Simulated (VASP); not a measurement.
A run of VASP 6.6.1 is set up as follows.

POSCAR

```
MgGeI3
1.0
    3.8947002778      2.2486047552      3.3128756542
   -3.8947002778      2.2486047552      3.3128756542
    0.0000000000     -4.4972140061      3.3128726028
I Mg Ge
3 1 1
Direct
    0.4818907630      0.9795013658      0.4818907630
    0.4818907630      0.4818907630      0.9795013658
    0.9795013658      0.4818907630      0.4818907630
    0.1379369981      0.1379369981      0.1379369981
    0.4808101102      0.4808101102      0.4808101102
```

INCAR.step1

```
SYSTEM = MgGeI3
PREC = Accurate ; ENCUT = 520
ISMEAR = -1 ; SIGMA = 0.0513
LREAL = .FALSE. ; LASPH = .TRUE.
NELM = 80 ; NBANDS = 26
GGA = PE ; ALGO = Normal
EDIFF = 1E-4 ; LWAVE = .TRUE.
LCHARG = .FALSE.
```

INCAR.step2

```
SYSTEM = MgGeI3
PREC = Accurate ; ENCUT = 520
EDIFF = 1E-7 ; ISMEAR = -1
SIGMA = 0.0513 ; LREAL = .FALSE.
LASPH = .TRUE. ; NELM = 80
ALGO = Normal ; ISIF = 2
LWAVE = .FALSE. ; LCHARG = .FALSE.
METAGGA = R2SCAN ; LMIXTAU = .TRUE.
NBANDS = 26 ; ISTART = 1
```

The input KPOINTS:

```
Automatic mesh
0
G
  6 6 6
  0 0 0
```

Potentials or basis: VASP PAW PBE potentials, release 64 (I, Mg, Ge_d).

Command:

```sh
$ cat potpaw_PBE.64/I/POTCAR potpaw_PBE.64/Mg/POTCAR potpaw_PBE.64/Ge_d/POTCAR > POTCAR
$ cp INCAR.step1 INCAR
$ mpirun -np 1 vasp_std > vasp.out
$ cp INCAR.step2 INCAR
$ mpirun -np 1 vasp_std > vasp.out
```

**Question.** What does it give for the pressure?

**Answer.** 4.9 GPa.

**Question.** Estimate the largest force.

**Answer.** 0.014 eV/Å.

**Question.** Predict the band gap on the k mesh.

**Answer.** Zero (an odd number of electrons rules out a gap without spin polarisation).

Forces on the atoms (eV/Å):
```
I   -0.008  0.004 -0.003
I    0.000 -0.009 -0.003
I    0.008  0.004 -0.003
Mg   0.000  0.000  0.014
Ge   0.000  0.000 -0.005
```

Caveat: the cell stands under pressure; the PAW data sets were made with another functional, which shifts forces and pressure a little; spin-orbit coupling is left out, which moves the levels of the heavy elements; an odd number of electrons without spin polarisation forces a metal; a magnetic or distorted state may lie lower.
